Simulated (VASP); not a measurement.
Write the native input for VASP 6.6.1 that does the following.

* Task: single point
* Functional: PBE
* Potentials or basis: VASP PAW PBE potentials, release 64 (Cd)
* Cutoff: 520 eV
* k mesh: 8 × 8 × 3
* Occupations: methfessel-paxton, width 0.1 eV
* Spin: no spin polarisation
* Dipole correction: no
* Further INCAR settings: ALGO = Normal; EDIFF = 1e-07; NBANDS = 32

The structure of Cd lies in POSCAR:

```
Cd
1.0
    3.0930676400      0.0000000000      0.0000000000
   -1.5465338200      2.6786751500      0.0000000000
    0.0000000000      0.0000000000     10.4307369600
Cd
4
Direct
    0.0000000000      0.0000000000      0.0000000000
    0.3333333333      0.6666666667      0.2500000000
    0.0000000000      0.0000000000      0.5000000000
    0.6666666667      0.3333333333      0.7500000000
```

The input as run:

INCAR

```
PREC     = Accurate       # precision mode
ENCUT    = 520            # plane-wave cutoff, eV
EDIFF    = 1E-7           # SCF threshold, eV
ISMEAR   = 1              # smearing method
SIGMA    = 0.1            # smearing width, eV
LREAL    = F              # projectors in reciprocal space
LASPH    = T              # aspherical terms in the spheres
NELM     = 80             # most SCF steps
ALGO     = Normal         # electronic algorithm
ISIF     = 2              # what is computed and relaxed
LWAVE    = F              # write WAVECAR
LCHARG   = T              # write CHGCAR
GGA      = PE             # functional
LELF     = T              # ELF
LVHAR    = T            
NBANDS   = 32             # bands
```

KPOINTS

```
regular mesh
0
Gamma
  8 8 3
```

Potentials or basis: VASP PAW PBE potentials, release 64 (Cd).

Run with:

```sh
$ cat potpaw_PBE.64/Cd/POTCAR > POTCAR
$ mpirun -np 1 vasp_std > vasp.out
```

It gave:

- Pressure: 2.5 GPa
- Band gap on the k mesh: zero (band 24 reaches 4.68 eV, above the bottom of band 25 at 1.21 eV)

It took 46 s on 1 thread of AMD EPYC 9R14 (Zen 4) (shared host), peak memory 0.17 GiB.
